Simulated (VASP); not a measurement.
Write the native input for VASP 6.6.1 that does the following.

```
Task                   : single point
Functional             : r2SCAN
Potentials or basis    : VASP PAW PBE potentials, release 64 (Al, Si)
Cutoff                 : 520 eV
k mesh                 : 12 × 12 × 1
Occupations            : gaussian, width 0.1 eV
Spin                   : no spin polarisation
Dipole correction      : yes
Further INCAR settings : ALGO = Normal; EDIFF = 1e-06; NBANDS = 16
```

Slab: Al4Si (Aluminum), a slab with vacuum.

```
Al Si
1.0
     2.82277    0.00000    0.00000
    -1.41139    2.44459    0.00000
     0.00000    0.00000   25.91436
Al Si
4 1
Direct
  0.66667 0.33333 0.32800
  0.33333 0.66667 0.41694
  0.00000 0.00000 0.50574
  0.66667 0.33333 0.59395
  0.66667 0.33333 0.69170
```

The input as run:

POSCAR

```
Al4Si
1.0
    2.8227746037      0.0000000000      0.0000000000
   -1.4113873019      2.4445945160      0.0000000000
    0.0000000000      0.0000000000     25.9143574381
Al Si
4 1
Direct
    0.6666666667      0.3333333333      0.3280035023
    0.3333333333      0.6666666667      0.4169420692
    0.0000000000      0.0000000000      0.5057392926
    0.6666666667      0.3333333333      0.5939522771
    0.6666666667      0.3333333333      0.6916998080
```

INCAR.step1

```
SYSTEM = Al4Si
PREC = Accurate
ENCUT = 520
ISMEAR = 0
SIGMA = 0.1
LREAL = .FALSE.
LASPH = .TRUE.
NELM = 100
LDIPOL = .TRUE.
IDIPOL = 3
DIPOL = 0.5 0.5 0.507
NBANDS = 16
GGA = PE
ALGO = Normal
EDIFF = 1E-4
LWAVE = .TRUE.
LCHARG = .FALSE.
```

INCAR.step2

```
SYSTEM = Al4Si
PREC = Accurate
ENCUT = 520
EDIFF = 1E-6
ISMEAR = 0
SIGMA = 0.1
LREAL = .FALSE.
LASPH = .TRUE.
NELM = 100
ALGO = Normal
ISIF = 2
LWAVE = .FALSE.
LCHARG = .FALSE.
LDIPOL = .TRUE.
IDIPOL = 3
DIPOL = 0.5 0.5 0.507
METAGGA = R2SCAN
LMIXTAU = .TRUE.
NBANDS = 16
ISTART = 1
```

KPOINTS

```
regular mesh
0
G
  12 12 1
  0 0 0
```

Potentials or basis: VASP PAW PBE potentials, release 64 (Al, Si).

Command:

```bash
$ cat potpaw_PBE.64/Al/POTCAR potpaw_PBE.64/Si/POTCAR > POTCAR
$ cp INCAR.step1 INCAR
$ mpirun -np 1 vasp_std > vasp.out
$ cp INCAR.step2 INCAR
$ mpirun -np 1 vasp_std > vasp.out
```

Results of the run:

| Quantity | Value |
| --- | --- |
| Largest force | 0.030 eV/Å |
| Band gap on the k mesh | zero (band 8 reaches 3.52 eV, above the bottom of band 9 at -0.45 eV) |

Caveat: the PAW data sets were made with another functional, which shifts forces and pressure a little.

Wall time 4.6 min on 1 thread of Intel(R) Xeon(R) Platinum 8488C (Sapphire Rapids), on a shared host, peak memory 0.37 GiB.
